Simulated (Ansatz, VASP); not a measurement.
**TiAl3 in VASP and in Ansatz**

```xyz
4
Lattice="2.7848 0.0000 0.0000 0.0000 4.6745 0.0000 0.0000 0.0000 4.9023" Properties=species:S:1:pos:R:3 pbc="T T T"
Ti    0.0000    2.3373    0.8028
Al    1.3924    2.3373    3.2546
Al    1.3924    0.0000    1.6357
Al    0.0000    0.0000    4.1114
```

Alike in both runs: functional r2SCAN; k mesh 14 × 10 × 10; occupations gaussian, width 0.1 eV; no spin polarisation.

Ansatz relaxed the structure, and its values are those at the end. VASP's run is a single point on that final structure, the one shown.

```csv
,VASP,Ansatz
version,VASP 6.6.1,Ansatz 0.2.0
potentials or method,"VASP PAW PBE potentials, release 64 (Ti_sv, Al), cutoff 520 eV","scalar-relativistic, plane waves, PAW"
valence electrons in the cell,21,21
```

```csv
,VASP,Ansatz,Ansatz less VASP
gap on the k mesh at the Fermi level (eV),none,none,-
pressure (GPa),-0.1,0.0,+0.09
rms of the force components (eV/Å),0.005,0.001,-0.0035
```

VASP's potentials were made for PBE, not for r2SCAN. A gap of «none» marks a metal or a gap that the smearing closes. The functional is the same, so the differences come from potentials, cutoffs and numerics.
